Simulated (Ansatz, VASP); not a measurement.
Two plane-wave programs on Zr2HS4

```
CELL_PARAMETERS angstrom
7.29768 0.00000 0.00000
-3.64884 6.31997 0.00000
0.00000 0.00000 20.91715
ATOMIC_POSITIONS crystal
S 0.33333 0.16667 0.19123
S 0.33333 0.66667 0.19123
S 0.83333 0.16667 0.19123
S 0.83333 0.66667 0.19123
S 0.16667 0.33333 0.33069
S 0.16667 0.83333 0.33069
S 0.66667 0.33333 0.33069
S 0.66667 0.83333 0.33069
Zr 0.00000 0.00000 0.26096
Zr 0.00000 0.50000 0.26096
Zr 0.50000 0.00000 0.26096
Zr 0.50000 0.50000 0.26096
H 0.39095 0.78191 0.50280
H 0.44238 0.88476 0.50280
```

Alike in both runs: task single point; functional PBE; dispersion D3(BJ); k mesh 6 × 6 × 1; occupations gaussian, width 0.05 eV; no spin polarisation.

|  | VASP | Ansatz |
| --- | --- | --- |
| version | VASP 6.6.1 | Ansatz 0.2.0 |
| potentials or method | VASP PAW PBE potentials, release 64 (S, Zr_sv, H), cutoff 400 eV | scalar-relativistic, plane waves, PAW |
| valence electrons in the cell | 98 | 98 |

Ansatz gave:

- gap on the k mesh at the Fermi level (eV): 1.11
- least direct gap on the mesh (eV): 1.11
- rms of the force components (eV/Å): 1.059

Task: Which values does VASP return?

Result: gap on the k mesh at the Fermi level (eV): 1.10; least direct gap on the mesh (eV): 1.10; rms of the force components (eV/Å): 1.064.
